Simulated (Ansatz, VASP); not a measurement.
## Two plane-wave programs on Ta

```xyz
2
Lattice="2.8571 0.0000 0.0000 -1.4285 2.4743 0.0000 0.0000 0.0000 5.0870" Properties=species:S:1:pos:R:3 pbc="T T T"
Ta    1.4285    0.8248    3.8153
Ta    0.0000    1.6495    1.2718
```

Alike in both runs: functional BLYP; dispersion D3(BJ); k mesh 11 × 11 × 6; occupations fermi-dirac, width 0.15 eV; no spin polarisation.

Ansatz relaxed the structure, and its values are those at the end. VASP's run is a single point on that final structure, the one shown.

```csv
,VASP,Ansatz
version,VASP 6.6.1,Ansatz 0.2.0
potentials or method,"VASP PAW PBE potentials, release 64 (Ta_pv)","plane waves, PAW"
plane-wave cutoff (eV),520,420
valence electrons in the cell,22,26
```

```tsv
	VASP	Ansatz	Ansatz less VASP
pressure (GPa)	1.1	0.0	-1.11
```

VASP's potentials were made for PBE, not for BLYP. VASP's potentials hold 22 valence electrons a cell and Ansatz's 26, so a difference there can come from the potentials and not from the codes.

Spin-orbit coupling is off throughout.
